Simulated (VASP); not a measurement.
Wanted: the native input for a VASP 6.6.1 run.

- Task: single point
- Functional: LDA
- Potentials or basis: VASP PAW LDA potentials, release 64 (Ti_sv, Ag)
- Cutoff: 520 eV
- k mesh: 9 × 9 × 9
- Occupations: fermi-dirac, width 0.08 eV
- Spin: no spin polarisation
- Dipole correction: no
- Further INCAR settings: ALGO = Normal; EDIFF = 1e-07; NBANDS = 32

The structure of Ti3Ag lies in POSCAR:

```
Ti3Ag
1.0
    4.1729965509      0.0000000000      0.0000000000
    0.0000000000      4.1729965509      0.0000000000
    0.0000000000      0.0000000000      3.9367891990
Ti Ag
3 1
Direct
    0.0000000000      0.5000000000      0.5000000000
    0.5000000000      0.0000000000      0.5000000000
    0.5000000000      0.5000000000      0.0000000000
    0.0000000000      0.0000000000      0.0000000000
```

These files were run (other wordings do the same):

INCAR

```
SYSTEM = Ti3Ag
PREC     = Accurate       ! precision mode
ENCUT    = 520            ! plane-wave cutoff, eV
EDIFF    = 1E-7           ! SCF threshold, eV
ISMEAR   = -1             ! smearing method
SIGMA    = 0.08           ! smearing width, eV
LREAL    = .False.        ! projectors in reciprocal space
LASPH    = .True.         ! aspherical terms in the spheres
NELM     = 60             ! most SCF steps
ALGO     = Normal         ! electronic algorithm
ISIF     = 2              ! what is computed and relaxed
LWAVE    = .False.        ! write WAVECAR
LCHARG   = .False.        ! write CHGCAR
GGA      = CA             ! functional
NBANDS   = 32             ! bands
```

KPOINTS

```
Automatic mesh
0
Gamma
  9 9 9
  0 0 0
```

Potentials or basis: VASP PAW LDA potentials, release 64 (Ti_sv, Ag).

Command:

```bash
$ cat potpaw_LDA.64/Ti_sv/POTCAR potpaw_LDA.64/Ag/POTCAR > POTCAR
$ mpirun -np 1 vasp_std > vasp.out
```

Results of the run:

* Pressure: -8.8 GPa
* Band gap on the k mesh: zero (an odd number of electrons rules out a gap without spin polarisation)

Caveat: the cell stands under tension.

It took 80 s on 1 thread of Intel(R) Xeon(R) Platinum 8559C (Emerald Rapids), on a shared host, peak memory 0.25 GiB.
